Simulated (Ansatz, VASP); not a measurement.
## Two plane-wave programs on ScAl2N3

Contents of INCAR:

```
SYSTEM = ScAl2N3
PREC = Accurate
ENCUT = 520
EDIFF = 1E-6
ISMEAR = 0
SIGMA = 0.1
LREAL = .FALSE.
LASPH = .TRUE.
NELM = 80
ALGO = Normal
ISIF = 2
LWAVE = .FALSE.
LCHARG = .FALSE.
GGA = PE
NBANDS = 25
```

The input KPOINTS:

```
Automatic mesh
0
G
  6 6 4
  0 0 0
```

POSCAR

```
ScAl2N3
1.0
    4.5932962900      0.0000000000      0.0000000000
   -2.2966481500      3.9779112800      0.0000000000
    0.0000000000      0.0000000000      5.2631968500
Sc Al N
1 2 3
Direct
    0.0000000000      0.0000000000      0.0000000000
    0.3333333300      0.6666666700      0.0000000000
    0.6666666700      0.3333333300      0.0000000000
    0.3333333300      0.6666666700      0.5000000000
    0.6666666700      0.3333333300      0.5000000000
    0.0000000000      0.0000000000      0.5000000000
```

Input for Ansatz:

```yaml
crystal:
  lattice:
    - [4.59329629, 0.0, 0.0]
    - [-2.29664815, 3.97791128, 0.0]
    - [0.0, 0.0, 5.26319685]
  atoms:
    - { symbol: Sc, position: [0.0, 0.0, 0.0] }
    - { symbol: Al, position: [0.33333333, 0.66666667, 0.0] }
    - { symbol: Al, position: [0.66666667, 0.33333333, 0.0] }
    - { symbol: "N", position: [0.33333333, 0.66666667, 0.5] }
    - { symbol: "N", position: [0.66666667, 0.33333333, 0.5] }
    - { symbol: "N", position: [0.0, 0.0, 0.5] }
basis:
  ecutwfc: 420
kpoints:
  mp_grid: { grid: [6, 6, 4] }
hamiltonian:
  xc: pbe
scf:
  occupations: { method: gaussian, width: 0.1 }
  lower_state_search: "off"
output:
  forces: true
  stress: true
  eigenvalues: true
```

Alike in both runs: task single point; functional PBE; k mesh 6 × 6 × 4; occupations gaussian, width 0.1 eV; no spin polarisation.

```csv
,VASP,Ansatz
version,VASP 6.6.1,Ansatz 0.2.0
potentials or method,"VASP PAW PBE potentials, release 64 (Sc_sv, Al, N), cutoff 520 eV","scalar-relativistic, plane waves, PAW"
valence electrons in the cell,32,32
```

```tsv
	VASP	Ansatz	Ansatz less VASP
gap on the k mesh at the Fermi level (eV)	none	none	-
pressure (GPa)	-8.6	-8.6	0.00
traceless stress, the component that is largest in VASP (GPa)	-28.41	-28.37	+0.038
```

A gap of «none» marks a metal or a gap that the smearing closes.
